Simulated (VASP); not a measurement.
A run of VASP 6.6.1:

The input INCAR:

```
SYSTEM = GaN
PREC     = Accurate       ! precision mode
ENCUT    = 520            ! plane-wave cutoff, eV
EDIFF    = 1E-6           ! SCF threshold, eV
ISMEAR   = 0              ! smearing method
SIGMA    = 0.01           ! smearing width, eV
LREAL    = .FALSE.        ! projectors in reciprocal space
LASPH    = .TRUE.         ! aspherical terms in the spheres
NELM     = 80             ! most SCF steps
ALGO     = Normal         ! electronic algorithm
ISIF     = 2              ! what is computed and relaxed
LWAVE    = .FALSE.        ! write WAVECAR
LCHARG   = .FALSE.        ! write CHGCAR
GGA      = PE             ! functional
NBANDS   = 16             ! bands
```

The input KPOINTS:

```
Automatic mesh
0
G
  8 8 8
  0 0 0
```

Contents of POSCAR:

```
GaN
1.0
    0.0000000000      2.2758143422      2.2758143422
    2.2758143422      0.0000000000      2.2758143422
    2.2758143422      2.2758143422      0.0000000000
Ga N
1 1
Direct
    0.0000000000      0.0000000000      0.0000000000
    0.7500000000      0.7500000000      0.7500000000
```

Potentials or basis: VASP PAW PBE potentials, release 64 (Ga_d, N).

Command:

```bash
$ cat potpaw_PBE.64/Ga_d/POTCAR potpaw_PBE.64/N/POTCAR > POTCAR
$ mpirun -np 1 vasp_std > vasp.out
```

Hardware: 1 thread of Intel(R) Xeon(R) Platinum 8488C (Sapphire Rapids), with other jobs on the host.

**Question.** Estimate the wall time of this run.

**Answer.** Run time: 7.8 s on 1 thread of Intel(R) Xeon(R) Platinum 8488C (Sapphire Rapids) (shared host), peak memory 0.14 GiB. Counts: scf iterations 13, k points 29.
